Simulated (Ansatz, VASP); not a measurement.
HgBr in VASP and in Ansatz

File INCAR:

```
SYSTEM = HgBr
PREC     = Accurate       ! precision mode
ENCUT    = 410            ! plane-wave cutoff, eV
EDIFF    = 1E-6           ! SCF threshold, eV
ISMEAR   = 0              ! smearing method
SIGMA    = 0.01           ! smearing width, eV
LREAL    = .False.        ! projectors in reciprocal space
LASPH    = .True.         ! aspherical terms in the spheres
NELM     = 120            ! most SCF steps
ALGO     = Normal         ! electronic algorithm
ISIF     = 2              ! what is computed and relaxed
LWAVE    = .False.        ! write WAVECAR
LCHARG   = .True.         ! write CHGCAR
GGA      = PE             ! functional
LELF     = .True.         ! ELF
LVHAR    = .True.       
NBANDS   = 35             ! bands
GGA_COMPAT= .False.      
NELMDL   = -8
```

The input KPOINTS:

```
Automatic mesh
0
Gamma
  1 1 1
  0 0 0
```

The input POSCAR:

```
HgBr
1.0
   13.8900000000      0.0000000000      0.0000000000
    0.0000000000      9.0000000000      0.0000000000
    0.0000000000      0.0000000000     13.4700000000
Hg Br
2 2
Direct
    0.4998862500      0.5000000000      0.6651618400
    0.4998862500      0.5000000000      0.3340757200
    0.6757991400      0.5000000000      0.6660504800
    0.3239740800      0.5000000000      0.6660504800
```

Input for Ansatz:

```yaml
crystal:
  lattice:
    - [13.89, 0.0, 0.0]
    - [0.0, 9.0, 0.0]
    - [0.0, 0.0, 13.47]
  atoms:
    - { symbol: Hg, position: [0.49988625, 0.5, 0.66516184] }
    - { symbol: Hg, position: [0.49988625, 0.5, 0.33407572] }
    - { symbol: Br, position: [0.67579914, 0.5, 0.66605048] }
    - { symbol: Br, position: [0.32397408, 0.5, 0.66605048] }
basis:
  ecutwfc: 420
  ecutrho_ratio: 4
kpoints:
  mp_grid: { grid: [1, 1, 1] }
hamiltonian:
  xc: pbe
scf:
  occupations: { method: gaussian, width: 0.01 }
output:
  forces: true
  eigenvalues: true
  populations: true
```

Alike in both runs: task single point; functional PBE; k mesh 1 × 1 × 1; occupations gaussian, width 0.01 eV; no spin polarisation.

|  | VASP | Ansatz |
| --- | --- | --- |
| version | VASP 6.6.1 | Ansatz 0.2.0 |
| potentials or method | VASP PAW PBE potentials, release 64 (Hg_sv_GW, Br), cutoff 410 eV | scalar-relativistic, plane waves, PAW |
| valence electrons in the cell | 54 | 54 |

```tsv
	VASP	Ansatz	Ansatz less VASP
gap on the k mesh at the Fermi level (eV)	3.26	3.26	-0.002
rms of the force components (eV/Å)	0.140	0.148	+0.0076
```

Atom by atom the forces differ by 0.008 eV/Å (rms over components). Ansatz's warnings: structure snapped to symmetry.

Spin-orbit coupling is off throughout.
